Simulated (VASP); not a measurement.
Input of a VASP 6.6.1 run:

The input INCAR:

```
PREC     = Accurate       # precision mode
ENCUT    = 600            # plane-wave cutoff, eV
EDIFF    = 1E-6           # SCF threshold, eV
ISMEAR   = 0              # smearing method
SIGMA    = 0.1            # smearing width, eV
LREAL    = F              # projectors in reciprocal space
LASPH    = T              # aspherical terms in the spheres
NELM     = 100            # most SCF steps
ALGO     = Normal         # electronic algorithm
ISIF     = 3              # what is computed and relaxed
LWAVE    = F              # write WAVECAR
LCHARG   = F              # write CHGCAR
GGA      = PE             # functional
IBRION   = 2              # ionic algorithm
NSW      = 100            # ionic steps
EDIFFG   = -0.01          # ionic threshold
```

The input KPOINTS:

```
regular mesh
0
Gamma
  9 9 8
```

POSCAR

```
LiGeH3
1.0
    5.8835700000      0.0000000000      0.0000000000
   -2.9417850000      5.0953210800      0.0000000000
    0.0000000000      0.0000000000      4.9421988000
Li Ge H
2 2 6
Direct
    0.3333333300      0.6666666700      0.7500000000
    0.6666666700      0.3333333300      0.2500000000
    0.0000000000      0.0000000000      0.0000000000
    0.0000000000      0.0000000000      0.5000000000
    0.8333333300      0.6666666700      0.7500000000
    0.3333333300      0.1666666700      0.7500000000
    0.8333333300      0.1666666700      0.7500000000
    0.1666666700      0.3333333300      0.2500000000
    0.6666666700      0.8333333300      0.2500000000
    0.1666666700      0.8333333300      0.2500000000
```

Potentials or basis: VASP PAW PBE potentials, release 64 (Li_sv, Ge_d, H).

Command:

```sh
$ cat potpaw_PBE.64/Li_sv/POTCAR potpaw_PBE.64/Ge_d/POTCAR potpaw_PBE.64/H/POTCAR > POTCAR
$ mpirun -np 1 vasp_std > vasp.out
```

Task: Estimate the relaxed cell.

Result: a = 4.243 Å, b = 4.243 Å, c = 6.091 Å, α = 90.00°, β = 90.00°, γ = 120.00°.

Task: Predict the band gap on the k mesh.

Result: Zero (band 20 reaches 4.49 eV, above the bottom of band 21 at 2.33 eV).

Task: Predict the space group after relaxing (to 0.05 Å).

Result: P6_3/mmc (No. 194).

Task: What does it give for the relaxed volume?

Result: 9.49 Å³/atom.

Final structure:
```cif
data_structure
_symmetry_space_group_name_H-M 'P 1'
_symmetry_Int_Tables_number 1
_cell_length_a 4.2427
_cell_length_b 4.2427
_cell_length_c 6.0905
_cell_angle_alpha 90.000
_cell_angle_beta 90.000
_cell_angle_gamma 120.000
_cell_volume 94.94
loop_
_atom_site_label
_atom_site_type_symbol
_atom_site_fract_x
_atom_site_fract_y
_atom_site_fract_z
_atom_site_occupancy
Li1 Li 0.33333 0.66667 0.75000 1
Li2 Li 0.66667 0.33333 0.25000 1
Ge1 Ge 0.00000 0.00000 0.00000 1
Ge2 Ge 0.00000 0.00000 0.50000 1
H1 H 0.83668 0.67336 0.75000 1
H2 H 0.32664 0.16332 0.75000 1
H3 H 0.83668 0.16332 0.75000 1
H4 H 0.16332 0.32664 0.25000 1
H5 H 0.67336 0.83668 0.25000 1
H6 H 0.16332 0.83668 0.25000 1
```

Caveat: the cutoff is under 1.25 times the usual one of these potentials, so pressure, stress and relaxed cells hold a basis-set (Pulay) error; the volume moved by over 15 % at a fixed basis, so the end points are rough.
